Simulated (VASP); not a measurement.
A run of VASP 6.6.1 is set up as follows.

INCAR

```
PREC = Accurate ; ENCUT = 500
EDIFF = 1E-6 ; ISMEAR = -1
SIGMA = 0.05 ; LREAL = False
LASPH = True ; NELM = 120
ALGO = Normal ; ISIF = 2
LWAVE = False ; LCHARG = False
GGA = PS ; NBANDS = 12
GGA_COMPAT = False
```

File KPOINTS:

```
Automatic mesh
0
Gamma
  9 9 9
```

Contents of POSCAR:

```
Sb
1.0
    2.1506003320      1.2416496806      3.6691200000
   -2.1506003320      1.2416496806      3.6691200000
    0.0000000000     -2.4832993611      3.6691200000
Sb
2
Direct
    0.2336400000      0.2336400000      0.2336400000
    0.7663600000      0.7663600000      0.7663600000
```

Potentials or basis: VASP PAW PBE potentials, release 64 (Sb).

Command:

```sh
$ cat potpaw_PBE.64/Sb/POTCAR > POTCAR
$ mpirun -np 1 vasp_std > vasp.out
```

Question: Predict the pressure.

Answer: 1.7 GPa.

Question: Estimate the largest force.

Answer: 0.329 eV/Å.

Question: Predict the band gap on the k mesh.

Answer: 0.04 eV, indirect (least direct gap 0.46 eV).

Forces in eV/Å, atoms in the order of the input:
```
Sb   0.000  0.000  0.329
Sb   0.000  0.000 -0.329
```

Caveat: the cell differs from its parent crystal (zz strain of -2 %); the PAW data sets were made with another functional, which shifts forces and pressure a little; spin-orbit coupling is left out, which moves the levels of the heavy elements. A k mesh can miss the band edges.
